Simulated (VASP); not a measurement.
Crystal: SnO2.

```xyz
6
Lattice="4.6956 0.0000 0.0000 0.0000 4.6956 0.0000 0.0000 0.0000 3.1734" Properties=species:S:1:pos:R:3 pbc="T T T"
Sn    0.0000    0.0000    0.0000
Sn    2.3478    2.3478    1.5867
O     1.4416    1.4416    0.0000
O     0.9063    3.7894    1.5867
O     3.2541    3.2541    0.0000
O     3.7894    0.9063    1.5867
```

- Program: VASP 6.6.1
- Task: relaxation of cell and atoms
- Functional: r2SCAN
- Potentials or basis: VASP PAW PBE potentials, release 64 (Sn_d, O)
- Cutoff: 600 eV
- k mesh: 6 × 6 × 8
- Occupations: methfessel-paxton, width 0.0802 eV
- Spin: no spin polarisation

At the start: pressure 9.6 GPa; volume 11.66 Å³/atom.

Where does the relaxation end?

Over 5 steps the energy falls by 14.3 meV/atom and the volume is 12.13 Å³/atom (+4.0 %); space group P4_2/mnm (No. 136, to 0.1 Å) before and after.

Step by step:
```
step  energy change (eV)  largest force (eV/Å)  pressure (GPa)  volume (Å³)
   1              0.0000                0.3317            9.56        69.97
   2              0.0999                0.3546          -11.54        77.25
   3             -0.0844                0.0034           -0.13        72.78
   4             -0.0844                0.0090            0.05        72.72
   5             -0.0858                0.0108            0.00        72.80
```

Final structure:
```yaml
crystal:
  lattice:
    - [4.76114, 0.00000, 0.00000]
    - [0.00000, 4.76114, 0.00000]
    - [0.00000, 0.00000, 3.21146]
  atoms:
    - { symbol: Sn, position: [0.00000, 0.00000, 0.00000] }
    - { symbol: Sn, position: [0.50000, 0.50000, 0.50000] }
    - { symbol: O, position: [0.30596, 0.30596, 0.00000] }
    - { symbol: O, position: [0.19404, 0.80596, 0.50000] }
    - { symbol: O, position: [0.69404, 0.69404, 0.00000] }
    - { symbol: O, position: [0.80596, 0.19404, 0.50000] }
```

Caveat: the PAW data sets were made with another functional, which shifts forces and pressure a little.
